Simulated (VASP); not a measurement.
Input of a VASP 6.6.1 run:

File INCAR:

```
PREC     = Accurate       # precision mode
ENCUT    = 520            # plane-wave cutoff, eV
EDIFF    = 1E-7           # SCF threshold, eV
ISMEAR   = 0              # smearing method
SIGMA    = 0.1            # smearing width, eV
LREAL    = False          # projectors in reciprocal space
LASPH    = True           # aspherical terms in the spheres
NELM     = 100            # most SCF steps
ALGO     = Normal         # electronic algorithm
ISIF     = 2              # what is computed and relaxed
LWAVE    = False          # write WAVECAR
LCHARG   = False          # write CHGCAR
GGA      = PE             # functional
NBANDS   = 22             # bands
```

File KPOINTS:

```
regular mesh
0
Gamma
  8 8 8
```

Contents of POSCAR:

```
Al7Si
1.0
    0.0000000000      4.0974312463      4.0974312463
    4.0974312463      0.0000000000      4.0974312463
    4.0974312463      4.0974312463      0.0000000000
Al Si
7 1
Direct
    0.0000000000      0.0000000000      0.5000000000
    0.0000000000      0.5000000000      0.0000000000
    0.0000000000      0.5000000000      0.5000000000
    0.5000000000      0.0000000000      0.0000000000
    0.5000000000      0.0000000000      0.5000000000
    0.5000000000      0.5000000000      0.0000000000
    0.5000000000      0.5000000000      0.5000000000
    0.0000000000      0.0000000000      0.0000000000
```

Potentials or basis: VASP PAW PBE potentials, release 64 (Al, Si).

Launch:

```sh
$ cat potpaw_PBE.64/Al/POTCAR potpaw_PBE.64/Si/POTCAR > POTCAR
$ mpirun -np 1 vasp_std > vasp.out
```

**Question.** What does it give for the pressure?

**Answer.** -3.9 GPa.

**Question.** What does it give for the band gap on the k mesh?

**Answer.** Zero (an odd number of electrons rules out a gap without spin polarisation).

Caveat: the cell stands under tension.
